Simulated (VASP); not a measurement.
Set up this calculation in VASP 6.6.1, as the native input.

* Task: single point
* Functional: PBEsol
* Dispersion: D3(BJ)
* Potentials or basis: VASP PAW PBE potentials, release 64 (W_sv, S)
* Cutoff: 520 eV
* k mesh: 12 × 12 × 12
* Occupations: gaussian, width 0.05 eV
* Spin: no spin polarisation
* Dipole correction: no
* Further INCAR settings: ALGO = Normal; EDIFF = 1e-06; NBANDS = 20

The structure of WS2 lies in POSCAR:

```
WS2
1.0
    1.5350283817      0.8862490494      6.0345176027
   -1.5350283817      0.8862490494      6.0345176027
    0.0000000000     -1.7724980988      6.0345176026
W S
1 2
Direct
    0.9993606434      0.9993606434      0.9993606434
    0.7554860797      0.7554860797      0.7554860797
    0.5764532769      0.5764532769      0.5764532769
```

This cell differs from its parent crystal: ratio of the length along z to the lengths across it x 1.05, volume and fractional coordinates fixed.

The input as run:

INCAR

```
SYSTEM = WS2
  ALGO = Normal
  EDIFF = 1E-6
  ENCUT = 520
  GGA = PS
  ISIF = 2
  ISMEAR = 0
  IVDW = 12
  LASPH = .TRUE.
  LCHARG = .TRUE.
  LELF = .TRUE.
  LREAL = .FALSE.
  LVHAR = .TRUE.
  LWAVE = .FALSE.
  NBANDS = 20
  NELM = 100
  PREC = Accurate
  SIGMA = 0.05
```

KPOINTS

```
k-points
0
G
  12 12 12
  0 0 0
```

Potentials or basis: VASP PAW PBE potentials, release 64 (W_sv, S).

Launch:

```console
$ cat potpaw_PBE.64/W_sv/POTCAR potpaw_PBE.64/S/POTCAR > POTCAR
$ mpirun -np 1 vasp_std > vasp.out
```

It gave:

| Property | Result |
| --- | --- |
| Pressure | -0.5 GPa |
| Largest force | 0.584 eV/Å |
| Band gap on the k mesh | 0.85 eV, indirect (least direct gap 2.22 eV) |
| Dispersion energy per atom | -0.417 eV |

Caveat: the PAW data sets were made with another functional, which shifts forces and pressure a little; spin-orbit coupling is left out, which moves the levels of the heavy elements.

Wall time 4.9 min on 1 thread of Intel(R) Xeon(R) Platinum 8488C (Sapphire Rapids), on a shared host, peak memory 0.43 GiB.
